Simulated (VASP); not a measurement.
# HgTe (Coloradoite) (I-4m2) in VASP: a series of runs

Runs on HgTe (Coloradoite). Level: PBE. Tasks: single point.

Everything below comes from runs of VASP 6.6.1. Logs are shortened: lines on timing, memory, paths and dates and some standing lists are left out, and cuts for length are marked.

**1. The cell of the first run**

It takes space group I-4m2 (No. 119, tetragonal). Conventional cell: a = 4.546 Å, b = 4.546 Å, c = 6.558 Å, α = 90.00°, β = 90.00°, γ = 90.00°. Hg (site symmetry -4m2) has 4 Te at 2.80 Å within 3.7 Å. Te (site symmetry -4m2) has 4 Hg at 2.80 Å within 3.7 Å.

**2. Single point, PBE**

The input, INCAR:

```
PREC = Accurate
ENCUT = 520
EDIFF = 1E-7
ISMEAR = 0
SIGMA = 0.05
LREAL = False
LASPH = True
NELM = 60
ALGO = Normal
ISIF = 2
LWAVE = False
LCHARG = False
GGA = PE
NBANDS = 16
```

The input, KPOINTS:

```
Automatic mesh
0
Gamma
  6 6 6
```

The input, POSCAR:

```
HgTe
1.0
    0.0000000000      3.2145000000      3.2787900000
    3.2145000000      0.0000000000      3.2787900000
    3.2145000000      3.2145000000      0.0000000000
Hg Te
1 1
Direct
    0.0000000000      0.0000000000      0.0000000000
    0.2500000000      0.2500000000      0.2500000000
```

Potentials or basis: VASP PAW PBE potentials, release 64 (Hg, Te).

Run with:

```
cat potpaw_PBE.64/Hg/POTCAR potpaw_PBE.64/Te/POTCAR > POTCAR
mpirun -np 1 vasp_std > vasp.out
```

OUTCAR:

```text
PREC = Accurate
   ENCUT = 520
   EDIFF = 1E-7
   ISMEAR = 0
   LREAL = False
   LASPH = True
   NELM = 60
   ISIF = 2
   GGA = PE

 ion  position               nearest neighbor table
   1  0.000  0.000  0.000-   2 2.80   2 2.80   2 2.80   2 2.80
   2  0.250  0.250  0.250-   1 2.80   1 2.80   1 2.80   1 2.80

  LATTYP: Found a body centered tetragonal cell.
 ALAT       =     4.5459894962
 C/A-ratio  =     1.4424978336

  Lattice vectors:

 A1 = (  -3.2145000000,   0.0000000000,   3.2787900000)
 A2 = (   3.2145000000,   0.0000000000,   3.2787900000)
 A3 = (   0.0000000000,   3.2145000000,  -3.2787900000)

Analysis of symmetry for initial positions (statically):
=====================================================================
 Subroutine PRICEL returns:
 Original cell was already a primitive cell.

 Routine SETGRP: Setting up the symmetry group for a
 body centered tetragonal supercell.

 Subroutine GETGRP returns: Found  8 space group operations
 (whereof  8 operations were pure point group operations)
 out of a pool of 16 trial point group operations.

The static configuration has the point symmetry D_2d.

Analysis of symmetry for dynamics (positions and initial velocities):
=====================================================================
 Subroutine PRICEL returns:
 Original cell was already a primitive cell.

 Routine SETGRP: Setting up the symmetry group for a
 body centered tetragonal supercell.

 Subroutine GETGRP returns: Found  8 space group operations
 (whereof  8 operations were pure point group operations)
 out of a pool of 16 trial point group operations.

The dynamic configuration has the point symmetry D_2d.

 Subroutine INISYM returns: Found  8 space group operations
 (whereof  8 operations are pure point group operations),
 and found     1 'primitive' translations

----------------------------------------------------------------------------------------

                                     Primitive cell

  volume of cell :      67.7595

  direct lattice vectors                    reciprocal lattice vectors
     0.000000000  3.214500000  3.278790000    -0.155545186  0.155545186  0.152495280
     3.214500000  0.000000000  3.278790000     0.155545186 -0.155545186  0.152495280
     3.214500000  3.214500000  0.000000000     0.155545186  0.155545186 -0.152495280

  length of vectors
     4.591674435  4.591674435  4.545989496     0.267662885  0.267662885  0.267662885

  position of ions in fractional coordinates (direct lattice)
     0.000000000  0.000000000  0.000000000
     0.250000000  0.250000000  0.250000000

  ion indices of the primitive-cell ions
   primitive index   ion index
                 1           1
                 2           2

----------------------------------------------------------------------------------------

 KPOINTS: Automatic mesh

Automatic generation of k-mesh.
 Grid dimensions read from file:
 generate k-points for:    6    6    6

 Generating k-lattice:

  Cartesian coordinates                     Fractional coordinates (reciprocal lattice)
    -0.025924198  0.025924198  0.025415880     0.166666667 -0.000000000  0.000000000
     0.025924198 -0.025924198  0.025415880    -0.000000000  0.166666667  0.000000000
     0.025924198  0.025924198 -0.025415880     0.000000000  0.000000000  0.166666667

  Length of vectors
     0.044610481  0.044610481  0.044610481

  Shift w.r.t. Gamma in fractional coordinates (k-lattice)
     0.000000000  0.000000000  0.000000000

 Subroutine IBZKPT returns following result:
 ===========================================

 Found     30 irreducible k-points:

 Following reciprocal coordinates:
            Coordinates               Weight
  0.000000  0.000000  0.000000      1.000000
  0.166667  0.000000  0.000000      8.000000
  0.333333  0.000000  0.000000      8.000000
  0.500000  0.000000  0.000000      4.000000
  0.166667  0.166667  0.000000      2.000000
  0.333333  0.166667  0.000000      8.000000
[... 16 lines left out ...]
  0.333333  0.000000  0.333333      4.000000
  0.500000  0.000000  0.333333     16.000000
 [... further k-points ...]
   k-points           NKPTS =     30   k-points in BZ     NKDIM =     30   number of bands    NBANDS=     16
   number of dos      NEDOS =    301   number of ions     NIONS =      2
   total plane-waves  NPLWV =  46656
   dimension x,y,z NGX =    36 NGY =   36 NGZ =   36
   dimension x,y,z NGXF=    72 NGYF=   72 NGZF=   72
   ions per type =               1   1
   NGX,Y,Z   is equivalent  to a cutoff of  13.03, 13.03, 13.17 a.u.
   NGXF,Y,Z  is equivalent  to a cutoff of  26.07, 26.07, 26.33 a.u.
 SYSTEM =  unknown system
   PREC   = accura    normal or accurate (medium, high low for compatibility)
   ISTART =      0    job   : 0-new  1-cont  2-samecut
   ICHARG =      2    charge: 1-file 2-atom 10-const
   ISPIN  =      1    spin polarized calculation?
   LNONCOLLINEAR =      F non collinear calculations
   LSORBIT =      F    spin-orbit coupling
   LASPH  =      T    aspherical Exc in radial PAW
   ENCUT  =  520.0 eV  38.22 Ry    6.18 a.u.   8.54  8.54  8.45*2*pi/ulx,y,z
   NELM   =     60;   NELMIN=  2; NELMDL= -5     # of ELM steps
   EDIFF  = 0.1E-06   stopping-criterion for ELM
   LREAL  =      F    real-space projection
   EDIFFG = 0.1E-05   stopping-criterion for IOM
   NSW    =      0    number of steps for IOM
   IBRION =     -1    ionic relax: 0-MD 1-quasi-New 2-CG
   NFREE  =      0    steps in history (QN), initial steepest desc. (CG)
   ISIF   =      2    stress and relaxation
   ISYM   =      2    0-nonsym 1-usesym 2-fastsym
   POTIM  = 0.5000    time-step for ionic-motion
   TEBEG  =    0.0;   TEEND  =   0.0 temperature during run
   PSTRESS=    0.0 pullay stress
   NELECT =      18.0000    total number of electrons
   NUPDOWN=      -1.0000    fix difference up-down
   EMIN   =  10.00;   EMAX   =-10.00  energy-range for DOS
   EFERMI =   0.00;   METHOD = LEGACY
   ISMEAR =     0;   SIGMA  =   0.05  broadening in eV -4-tet -1-fermi 0-gaus
   EFERMI_NEDOS =   21; number of points for ismear=-14 and -15
   IALGO  =     38    algorithm
   IMIX   =      4    mixing-type and parameters
     AMIX     =   0.40;   BMIX     =  1.00
     AMIX_MAG =   1.60;   BMIX_MAG =  1.00
  volume/ion in A,a.u.               =      33.88       228.63
  Fermi-wavevector in a.u.,A,eV,Ry     =   1.052387  1.988723 15.068705  1.107519
  Thomas-Fermi vector in A             =   2.187468
   LORBIT       =      0    0 simple, 1 ext, 2 COOP (PROOUT), +10 PAW based schemes
   GGA     = PE    functional components
   LHFCALC =     F    Hartree Fock is set to
   AEXX    =    0.0000 exact exchange contribution
   IVDW    =     0    specifies the selected vdW correction
   LEPSILON=     F    determine dielectric tensor
   LRPA    =     F    only Hartree local field effects (RPA)
 non-spin polarized calculation
 Gauss-broadening in eV      SIGMA  =   0.05
  energy-cutoff  :      520.00
  volume of cell :       67.76
 maximum number of plane-waves:      1849
 NGX is ok and might be reduce to    36
   NGX = 17   NGY = 17   NGZ = 17

 number of electron      18.0000001 magnetization

 Free energy of the ion-electron system (eV)
  ---------------------------------------------------
  ext. energy  EPLUGINS =         0.00000000
  ---------------------------------------------------
  free energy    TOTEN  =        -3.57785011 eV

  energy without entropy =       -3.57757156  energy(sigma->0) =       -3.57771083

 E-fermi :   3.0879     XC(G=0):  -8.7251

 val. band max:        3.0869253710   @ k =   0.0000   0.0000   0.0000
 cond. band min:       3.7658303062   @ k =   0.5000   0.0000   0.0000
 fundamental gap:      0.6789049352
 Fermi energy:         3.0879187407

 k-point     1 :       0.0000    0.0000    0.0000
  band No.  band energies     occupation
      1      -8.8949      2.00000
      2      -4.2754      2.00000
      3      -4.2711      2.00000
      4      -4.2711      2.00000
      5      -3.7553      2.00000
      6      -3.7413      2.00000
[... 8 lines left out ...]
     15      12.4697      0.00000
     16      12.7377      0.00000

 k-point     2 :       0.1667    0.0000    0.0000
  band No.  band energies     occupation
      1      -8.7629      2.00000
      2      -4.2397      2.00000
      3      -4.2348      2.00000
      4      -4.2152      2.00000
      5      -3.7566      2.00000
      6      -3.7454      2.00000
[... 8 lines left out ...]
     15      11.5666      0.00000
     16      11.6998      0.00000

 k-point     3 :       0.3333    0.0000    0.0000
  band No.  band energies     occupation
      1      -8.4795      2.00000
      2      -4.1788      2.00000
      3      -4.1710      2.00000
      4      -3.9271      2.00000
      5      -3.7431      2.00000
      6      -3.7400      2.00000
[... 8 lines left out ...]
     15      11.9367      0.00000
     16      11.9518      0.00000

 k-point     4 :       0.5000    0.0000    0.0000
  band No.  band energies     occupation
      1      -8.3273      2.00000
      2      -4.1559      2.00000
      3      -4.1456      2.00000
      4      -3.7280      2.00000
      5      -3.7276      2.00000
      6      -3.4441      2.00000
[... 8 lines left out ...]
     15      13.0524      0.00000
     16      13.1599      0.00000
[... 324 lines left out ...]
 k-point    22 :      -0.3333    0.5000    0.1667
  band No.  band energies     occupation
      1      -8.1339      2.00000
      2      -4.0626      2.00000
      3      -3.9870      2.00000
      4      -3.8613      2.00000
      5      -3.7304      2.00000
      6      -3.1876      2.00000
[... 8 lines left out ...]
     15      13.9345      0.00000
     16      14.1800      0.00000

 k-point    23 :       0.3333    0.0000    0.3333
  band No.  band energies     occupation
      1      -8.3323      2.00000
      2      -4.1368      2.00000
      3      -4.0464      2.00000
      4      -4.0206      2.00000
      5      -3.7067      2.00000
      6      -3.6934      2.00000
[... 8 lines left out ...]
     15      13.0437      0.00000
     16      14.7386      0.00000

 k-point    24 :       0.5000    0.0000    0.3333
  band No.  band energies     occupation
      1      -8.1782      2.00000
      2      -4.0914      2.00000
      3      -3.9891      2.00000
      4      -3.9250      2.00000
      5      -3.7052      2.00000
      6      -3.4008      2.00000
[... 8 lines left out ...]
     15      13.4271      0.00000
     16      14.4136      0.00000

 [... further k-points ...]
[... 5 lines left out ...]
  --------------------------------------------------------------------------------------
  -------------------------------------------------------------------------------------
  Total        1.5548630      1.5548630      1.4599161      0.0000000      0.0000000     -0.0000000
  in kB       36.7648047     36.7648047     34.5197808      0.0000000      0.0000000     -0.0000000
  external PRESSURE =      36.0164634 kB  Pullay stress =       0.0000000 kB

 VOLUME and BASIS-vectors are now :
 -----------------------------------------------------------------------------
  energy-cutoff  :      520.00
  volume of cell :       67.76
      direct lattice vectors                 reciprocal lattice vectors
     0.000000000  3.214500000  3.278790000    -0.155545186  0.155545186  0.152495280
     3.214500000  0.000000000  3.278790000     0.155545186 -0.155545186  0.152495280
     3.214500000  3.214500000  0.000000000     0.155545186  0.155545186 -0.152495280

 POSITION                                       TOTAL-FORCE (eV/Angst)
 -----------------------------------------------------------------------------------
      0.00000      0.00000      0.00000         0.000000      0.000000      0.000000
      1.60725      1.60725      1.63939        -0.000000     -0.000000     -0.000000
 -----------------------------------------------------------------------------------
    total drift:                               -0.000000     -0.000000     -0.000000

  FREE ENERGIE OF THE ION-ELECTRON SYSTEM (eV)
  ---------------------------------------------------
  free  energy   TOTEN  =        -3.5778501093 eV

  energy  without entropy=       -3.5775715585  energy(sigma->0) =       -3.57771083
```

It took 26 s on 1 thread of Intel Xeon 6975P-C (Granite Rapids), shared host; peak memory 0.2 GiB.

What came out:

```yaml
Free_energy: -3.5779 eV
Pressure: 3.6 GPa
Band_gap_on_the_k_mesh: zero (filled and empty bands touch)
```

Caveat: spin-orbit coupling is left out, which moves the levels of the heavy elements.

[end of part 1 of 2]
